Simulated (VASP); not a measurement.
A run of VASP 6.6.1 is set up as follows.

The input INCAR:

```
ALGO = Fast
EDIFF = 1E-6
ENCUT = 520
GGA = CA
ISIF = 2
ISMEAR = -1
LASPH = T
LCHARG = F
LREAL = F
LWAVE = F
NBANDS = 36
NELM = 80
PREC = Accurate
SIGMA = 0.05
```

KPOINTS

```
k-points
0
Gamma
  9 6 6
```

The input POSCAR:

```
W
1.0
    2.8466354769      0.0000000000      0.0000000000
    0.0000000000      4.9278756295      0.0000000000
    0.0000000000      0.0000000000      4.9884878908
W
4
Direct
    0.7931720000      0.9368430000      0.7500000000
    0.2068280000      0.4368430000      0.7500000000
    0.2068280000      0.0631570000      0.2500000000
    0.7931720000      0.5631570000      0.2500000000
```

Potentials or basis: VASP PAW LDA potentials, release 64 (W_sv).

Launch:

```console
$ cat potpaw_LDA.64/W_sv/POTCAR > POTCAR
$ mpirun -np 1 vasp_std > vasp.out
```

Q: Predict the largest force.

A: 0.232 eV/Å.

Q: Predict the pressure.

A: -23.2 GPa.

Q: What does it give for the band gap on the k mesh?

A: Zero (bands 28 and 29 overlap by 1.19 eV).

Stress tensor (GPa, compression positive):
```
-23.30   0.00   0.00
  0.00 -24.00   0.00
  0.00   0.00 -22.34
```

Caveat: the cell stands under tension; spin-orbit coupling is left out, which moves the levels of the heavy elements.
